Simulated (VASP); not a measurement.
# AgCl: single point with PBE-based screened hybrid with 75 % exact exchange

Crystal: AgCl.

```
Ag Cl
1.0
     3.39559    0.00000    0.00000
     0.00000    3.39559    0.00000
     0.00000    0.00000    3.39559
Ag Cl
1 1
Cartesian
  0.0000 0.0000 0.0000
  1.6978 1.6978 1.6978
```

```yaml
Program: VASP 6.6.1
Task: single point
Functional: PBE-based screened hybrid with 75 % exact exchange
Potentials_or_basis: VASP PAW PBE potentials, release 64 (Ag_sv_GW, Cl)
Cutoff: 470 eV
k_mesh: 4 × 4 × 4
Occupations: gaussian, width 0.01 eV
Spin: no spin polarisation
Dipole_correction: no
Grid_for_exact_exchange_PRECFOCK: Normal
Share_of_exact_exchange: 0.75
Further_INCAR_settings: ALGO = Normal; EDIFF = 1e-06; NBANDS = 20
Screening_parameter: 0.5 1/Å
```

```json
{"Pressure": "-0.5 GPa", "Band gap on the k mesh": "3.25 eV (least direct gap 4.66 eV)"}
```

Levels at points of the mesh, in eV from the valence-band top:
```csv
k point,band 10,band 11,band 12,band 13,band 14,band 15,band 16,band 17
"(0.00, 0.00, 0.00)",-3.22,-1.41,-1.41,-1.41,3.25,11.77,11.77,17.54
"(0.50, 0.00, 0.00)",-3.17,-2.46,0.00,0.00,7.50,8.82,11.73,12.89
"(0.50, 0.50, 0.00)",-3.50,-3.46,-2.78,-0.68,5.35,12.15,12.15,13.21
"(0.50, 0.50, 0.50)",-2.76,-0.59,-0.59,-0.59,7.13,7.13,7.13,10.68
```

Run time: 7.3 min on 1 thread of Intel(R) Xeon(R) 6975P-C (Granite Rapids) (shared host), peak memory 0.26 GiB.

Caveat: the k points lie up to 0.46 Å⁻¹ apart; the structure was generated, so it needn't be the stable form of AgCl; the PAW data sets were made with another functional, which shifts forces and pressure a little. A k mesh can miss the band edges.
